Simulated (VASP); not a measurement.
# CuO (C2/c) in VASP: single point with PBE

Aim: the single point of CuO with PBE.

Everything below comes from runs of VASP 6.6.1. Logs are shortened: lines on timing, memory, paths and dates and some standing lists are left out, and cuts for length are marked.

### Step 1. The cell of the first run

It takes space group C2/c (No. 15, monoclinic). Conventional cell: a = 4.683 Å, b = 3.421 Å, c = 5.129 Å, α = 90.00°, β = 99.57°, γ = 90.00°. Cu (site symmetry -1) has 4 O at 1.95 to 1.96 Å within 2.6 Å. O (site symmetry 2) has 6 Cu at 1.95 to 2.78 Å and 6 O at 2.63 to 2.90 Å within 2.9 Å.

### Step 2. Single point, PBE

The input, INCAR:

```
SYSTEM = CuO
  ALGO = Normal
  EDIFF = 1E-6
  ENCUT = 1340
  GGA = PE
  GGA_COMPAT = .FALSE.
  ISIF = 2
  ISMEAR = 0
  LASPH = .TRUE.
  LCHARG = .FALSE.
  LREAL = .FALSE.
  LWAVE = .FALSE.
  NBANDS = 33
  NELM = 120
  PREC = Accurate
  SIGMA = 0.1
```

The input, KPOINTS:

```
k-points
0
G
  7 7 4
  0 0 0
```

The input, POSCAR:

```
CuO
1.0
    2.3416500000     -1.7104000000      0.0000000000
    2.3416500000      1.7104000000      0.0000000000
   -0.8525100000      0.0000000000      5.0580600000
Cu O
2 2
Direct
    0.0000000000      0.5000000000      0.0000000000
    0.5000000000      0.0000000000      0.5000000000
    0.5821000000      0.4179000000      0.2500000000
    0.4179000000      0.5821000000      0.7500000000
```

Potentials or basis: VASP PAW PBE potentials, release 64 (Cu_sv_GW, O_h).

On the command line:

```sh
> cat potpaw_PBE.64/Cu_sv_GW/POTCAR potpaw_PBE.64/O_h/POTCAR > POTCAR
> mpirun -np 1 vasp_std > vasp.out
```

OUTCAR:

```text
SYSTEM = CuO
   EDIFF = 1E-6
   ENCUT = 1340
   GGA = PE
   ISIF = 2
   ISMEAR = 0
   LASPH = .TRUE.
   LREAL = .FALSE.
   NELM = 120
   PREC = Accurate

 ion  position               nearest neighbor table
   1  0.000  0.500  0.000-   3 1.95   4 1.95   4 1.96   3 1.96
   2  0.500  0.000  0.500-   4 1.95   3 1.95   4 1.96   3 1.96
   3  0.582  0.418  0.250-   2 1.95   1 1.95   2 1.96   1 1.96
   4  0.418  0.582  0.750-   1 1.95   2 1.95   2 1.96   1 1.96

  LATTYP: Found a base centered monoclinic cell.
 ALAT       =     4.6833000000
 B/A-ratio  =     0.7304251276
 C/A-ratio  =     1.0952533450
 COS(beta)  =    -0.1662007255

  Lattice vectors:

 A1 = (   2.3416500000,  -1.7104000000,   0.0000000000)
 A2 = (   2.3416500000,   1.7104000000,   0.0000000000)
 A3 = (  -0.8525100000,   0.0000000000,   5.0580600000)

Analysis of symmetry for initial positions (statically):
=====================================================================
 Subroutine PRICEL returns:
 Original cell was already a primitive cell.

 Routine SETGRP: Setting up the symmetry group for a
 base centered monoclinic supercell.

 Subroutine GETGRP returns: Found  4 space group operations
 (whereof  2 operations were pure point group operations)
 out of a pool of  4 trial point group operations.

The static configuration has the point symmetry S_2 .
 The point group associated with its full space group is C_2h.

Analysis of symmetry for dynamics (positions and initial velocities):
=====================================================================
 Subroutine PRICEL returns:
 Original cell was already a primitive cell.

 Routine SETGRP: Setting up the symmetry group for a
 base centered monoclinic supercell.

 Subroutine GETGRP returns: Found  4 space group operations
 (whereof  2 operations were pure point group operations)
 out of a pool of  4 trial point group operations.

The dynamic configuration has the point symmetry S_2 .
 The point group associated with its full space group is C_2h.

 Subroutine INISYM returns: Found  4 space group operations
 (whereof  2 operations are pure point group operations),
 and found     1 'primitive' translations

----------------------------------------------------------------------------------------

                                     Primitive cell

  volume of cell :      40.5167

[... 85 lines left out ...]
   ICHARG =      2    charge: 1-file 2-atom 10-const
   ISPIN  =      1    spin polarized calculation?
   LNONCOLLINEAR =      F non collinear calculations
   LSORBIT =      F    spin-orbit coupling
   LASPH  =      T    aspherical Exc in radial PAW
   ENCUT  = 1340.0 eV  98.49 Ry    9.92 a.u.   8.66  8.66 15.31*2*pi/ulx,y,z
   NELM   =    120;   NELMIN=  2; NELMDL= -5     # of ELM steps
   EDIFF  = 0.1E-05   stopping-criterion for ELM
   LREAL  =      F    real-space projection
   EDIFFG = 0.1E-04   stopping-criterion for IOM
   NSW    =      0    number of steps for IOM
   IBRION =     -1    ionic relax: 0-MD 1-quasi-New 2-CG
   NFREE  =      0    steps in history (QN), initial steepest desc. (CG)
   ISIF   =      2    stress and relaxation
   ISYM   =      2    0-nonsym 1-usesym 2-fastsym
   POTIM  = 0.5000    time-step for ionic-motion
   TEBEG  =    0.0;   TEEND  =   0.0 temperature during run
   PSTRESS=    0.0 pullay stress
   NELECT =      50.0000    total number of electrons
   NUPDOWN=      -1.0000    fix difference up-down
   EMIN   =  10.00;   EMAX   =-10.00  energy-range for DOS
   EFERMI =   0.00;   METHOD = LEGACY
   ISMEAR =     0;   SIGMA  =   0.10  broadening in eV -4-tet -1-fermi 0-gaus
   EFERMI_NEDOS =   21; number of points for ismear=-14 and -15
   IALGO  =     38    algorithm
   IMIX   =      4    mixing-type and parameters
     AMIX     =   0.40;   BMIX     =  1.00
     AMIX_MAG =   1.60;   BMIX_MAG =  1.00
  volume/ion in A,a.u.               =      10.13        68.35
  Fermi-wavevector in a.u.,A,eV,Ry     =   1.755983  3.318327 41.953238  3.083476
  Thomas-Fermi vector in A             =   2.825622
   LORBIT       =      0    0 simple, 1 ext, 2 COOP (PROOUT), +10 PAW based schemes
   GGA     = PE    functional components
   LHFCALC =     F    Hartree Fock is set to
   AEXX    =    0.0000 exact exchange contribution
   IVDW    =     0    specifies the selected vdW correction
   LEPSILON=     F    determine dielectric tensor
   LRPA    =     F    only Hartree local field effects (RPA)
 non-spin polarized calculation
 Gauss-broadening in eV      SIGMA  =   0.10
  energy-cutoff  :     1340.00
  volume of cell :       40.52
 maximum number of plane-waves:      4535
   NGX = 17   NGY = 17   NGZ = 31

 number of electron      50.0000006 magnetization

 Free energy of the ion-electron system (eV)
  ---------------------------------------------------
  ext. energy  EPLUGINS =         0.00000000
  ---------------------------------------------------
  free energy    TOTEN  =       -19.70287921 eV

  energy without entropy =      -19.69067372  energy(sigma->0) =      -19.69677646

 E-fermi :   6.1509     XC(G=0): -12.2945

 val. band max:        6.1343443850   @ k =   0.4286   0.0000   0.0000
 cond. band min:       6.1611749084   @ k =   0.1429   0.0000  -0.0000
 fundamental gap:      0.0268305234
 Fermi energy:         6.1508666383

 k-point     1 :       0.0000    0.0000    0.0000
  band No.  band energies     occupation
      1    -106.4645      2.00000
      2    -106.4639      2.00000
      3     -63.9956      2.00000
      4     -63.9951      2.00000
      5     -63.9602      2.00000
      6     -63.9520      2.00000
[... 853 lines left out ...]
     32      21.2826      0.00000
     33      22.3906      0.00000

 [... further k-points ...]
[... 5 lines left out ...]
  --------------------------------------------------------------------------------------
  -------------------------------------------------------------------------------------
  Total        1.3000215      1.6403185      1.1121627      0.0000000      0.0000000     -0.2955634
  in kB       51.4076154     64.8642087     43.9789918      0.0000000      0.0000000    -11.6876605
  external PRESSURE =      53.4169386 kB  Pullay stress =       0.0000000 kB

 VOLUME and BASIS-vectors are now :
 -----------------------------------------------------------------------------
  energy-cutoff  :     1340.00
  volume of cell :       40.52
      direct lattice vectors                 reciprocal lattice vectors
     2.341650000 -1.710400000  0.000000000     0.213524651 -0.292329280  0.035988482
     2.341650000  1.710400000  0.000000000     0.213524651  0.292329280  0.035988482
    -0.852510000  0.000000000  5.058060000     0.000000000  0.000000000  0.197704258

 POSITION                                       TOTAL-FORCE (eV/Angst)
 -----------------------------------------------------------------------------------
      1.17083      0.85520      0.00000         0.000000      0.000000      0.000000
      0.74457     -0.85520      2.52903         0.000000      0.000000      0.000000
      2.12852     -0.28085      1.26452         0.000000      0.284419     -0.000000
      1.70227      0.28085      3.79354        -0.000000     -0.284419      0.000000
 -----------------------------------------------------------------------------------
    total drift:                               -0.000000     -0.000000      0.000000

  FREE ENERGIE OF THE ION-ELECTRON SYSTEM (eV)
  ---------------------------------------------------
  free  energy   TOTEN  =       -19.7028792100 eV

  energy  without entropy=      -19.6906737167  energy(sigma->0) =      -19.69677646
```

OSZICAR:

```text
N       E                     dE             d eps       ncg     rms          rms(c)
DAV:   1     0.134329247144E+04    0.13433E+04   -0.50322E+04  5997   0.880E+03
DAV:   2     0.147736312338E+03   -0.11956E+04   -0.11504E+04  6794   0.155E+03
DAV:   3    -0.160210359755E+02   -0.16376E+03   -0.15742E+03  7763   0.643E+02
DAV:   4    -0.253838278657E+02   -0.93628E+01   -0.92067E+01  6792   0.183E+02
DAV:   5    -0.257157578426E+02   -0.33193E+00   -0.32959E+00  7304   0.297E+01    0.176E+01
DAV:   6    -0.238641558951E+02    0.18516E+01   -0.43457E+01  6912   0.349E+02    0.162E+01
DAV:   7    -0.196110451011E+02    0.42531E+01   -0.15394E+01  6448   0.294E+02    0.402E+00
DAV:   8    -0.197219805945E+02   -0.11094E+00   -0.18488E+00  6936   0.148E+01    0.211E+00
DAV:   9    -0.197059195010E+02    0.16061E-01   -0.66689E-02  7416   0.127E+01    0.599E-01
DAV:  10    -0.197026063698E+02    0.33131E-02   -0.10263E-02  7552   0.534E+00    0.161E-01
DAV:  11    -0.197029196943E+02   -0.31332E-03   -0.21509E-03  6440   0.416E-01    0.633E-02
DAV:  12    -0.197028821908E+02    0.37503E-04   -0.21566E-04  7696   0.355E-01    0.235E-02
DAV:  13    -0.197028783456E+02    0.38452E-05   -0.31482E-05  6792   0.318E-01    0.533E-03
DAV:  14    -0.197028792100E+02   -0.86435E-06   -0.52377E-07  3272   0.528E-02
   1 F= -.19702879E+02 E0= -.19696776E+02  d E =-.122055E-01
```

stdout:

```text
POSCAR found type information on POSCAR CuO
 POSCAR found :  2 types and       4 ions
 scaLAPACK will be used
 LDA part: xc-table for (Slater+PW92), standard interpolation
 POSCAR, INCAR and KPOINTS ok, starting setup
 FFT: planning ... GRIDC
 FFT: planning ... GRID_SOFT
 FFT: planning ... GRID
 WAVECAR not read
 entering main loop
```

Run time: 4.4 min. Hardware: 1 thread of AMD EPYC 9R14 (Zen 4), shared host; peak memory 0.46 GiB.

What came out:

```yaml
Free_energy: -19.7029 eV
Pressure: 5.3 GPa
Largest_force: 0.284 eV/Å
Band_gap_on_the_k_mesh: zero (bands 25 and 26 overlap by 0.64 eV)
```

Forces in eV/Å, atoms in the order of the input:
```
Cu   0.000  0.000  0.000
Cu   0.000  0.000  0.000
O    0.000  0.284  0.000
O    0.000 -0.284  0.000
```

Caveat: the cell stands under pressure; semilocal functionals often make such compounds metallic where correlation or magnetic order opens a gap, which also shifts bond lengths. With open d or f shells a metallic result of PBE can be an artefact of self-interaction; +U or a hybrid may open a gap.

The gap in the log of VASP goes by the Fermi energy; the results here count the filled bands.